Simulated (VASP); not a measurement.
Set up this calculation in VASP 6.6.1, as the native input.

```
Task                   : single point
Functional             : PBE
Dispersion             : D3(BJ)
Potentials or basis    : VASP PAW PBE potentials, release 64 (Al, O)
Cutoff                 : 520 eV
k mesh                 : 12 × 12 × 4
Occupations            : gaussian, width 0.05 eV
Spin                   : no spin polarisation
Dipole correction      : no
Further INCAR settings : ALGO = Normal; EDIFF = 1e-06; NBANDS = 20
```

The structure of Al2O3 lies in POSCAR:

```
Al2O3
1.0
    3.0174825440      0.0000000000      0.0000000000
   -1.5087412720      2.6132165386      0.0000000000
    0.0000000000      0.0000000000      7.5746360022
Al O
2 3
Direct
    0.0000000000      0.0000000000      0.2779510000
    0.0000000000      0.0000000000      0.7220490000
    0.3333333333      0.6666666667      0.1994540000
    0.6666666667      0.3333333333      0.8005460000
    0.0000000000      0.0000000000      0.5000000000
```

The input as run:

INCAR

```
ALGO = Normal
EDIFF = 1E-6
ENCUT = 520
GGA = PE
ISIF = 2
ISMEAR = 0
IVDW = 12
LASPH = True
LCHARG = True
LELF = True
LREAL = False
LVHAR = True
LWAVE = False
NBANDS = 20
NELM = 100
PREC = Accurate
SIGMA = 0.05
```

KPOINTS

```
k-points
0
Gamma
  12 12 4
```

Potentials or basis: VASP PAW PBE potentials, release 64 (Al, O).

Command:

```sh
$ cat potpaw_PBE.64/Al/POTCAR potpaw_PBE.64/O/POTCAR > POTCAR
$ mpirun -np 1 vasp_std > vasp.out
```

Results of the run:

```
Pressure                   : -2.9 GPa
Largest force              : 0.093 eV/Å
Band gap on the k mesh     : 2.29 eV, direct
Dispersion energy per atom : -0.168 eV
```

Wall time 27 s on 1 thread of Intel(R) Xeon(R) 6975P-C (Granite Rapids) (shared host), peak memory 0.21 GiB.
